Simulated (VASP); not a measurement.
Here is a VASP 6.6.1 calculation.

File POSCAR:

```
LuBr
1.0
    3.3885425163      0.0000000000      0.0000000000
   -1.6942712582      2.9345639009      0.0000000000
    0.0000000000      0.0000000000      9.4173362155
Lu Br
2 2
Direct
    0.6666666667      0.3333333333      0.8301284140
    0.3333333333      0.6666666667      0.3301284140
    0.6666666667      0.3333333333      0.5448725860
    0.3333333333      0.6666666667      0.0448725860
```

Contents of INCAR.step1:

```
PREC = Accurate
ENCUT = 520
ISMEAR = -1
SIGMA = 0.05
LREAL = F
LASPH = T
NELM = 100
NBANDS = 40
GGA = PE
ALGO = Normal
EDIFF = 1E-4
LWAVE = T
LCHARG = F
```

The input INCAR.step2:

```
PREC = Accurate
ENCUT = 520
EDIFF = 1E-6
ISMEAR = -1
SIGMA = 0.05
LREAL = F
LASPH = T
NELM = 100
ALGO = Normal
ISIF = 2
LWAVE = F
LCHARG = T
METAGGA = R2SCAN
LMIXTAU = T
LELF = T
LVHAR = T
NBANDS = 40
ISTART = 1
```

KPOINTS

```
regular mesh
0
Gamma
  9 9 3
```

Potentials or basis: VASP PAW PBE potentials, release 64 (Lu, Br).

The run is started by

```bash
$ cat potpaw_PBE.64/Lu/POTCAR potpaw_PBE.64/Br/POTCAR > POTCAR
$ cp INCAR.step1 INCAR
$ mpirun -np 1 vasp_std > vasp.out
$ cp INCAR.step2 INCAR
$ mpirun -np 1 vasp_std > vasp.out
```

Question: Estimate the pressure.

Answer: 10.3 GPa.

Question: Predict the band gap on the k mesh.

Answer: Zero (band 32 reaches 5.20 eV, above the bottom of band 33 at 5.13 eV).

Question: Estimate the largest force.

Answer: 0.004 eV/Å.

Stress tensor (GPa, compression positive):
```
10.23  0.00  0.00
 0.00 10.23  0.00
 0.00  0.00 10.53
```

Caveat: the PAW data sets were made with another functional, which shifts forces and pressure a little; spin-orbit coupling is left out, which moves the levels of the heavy elements.
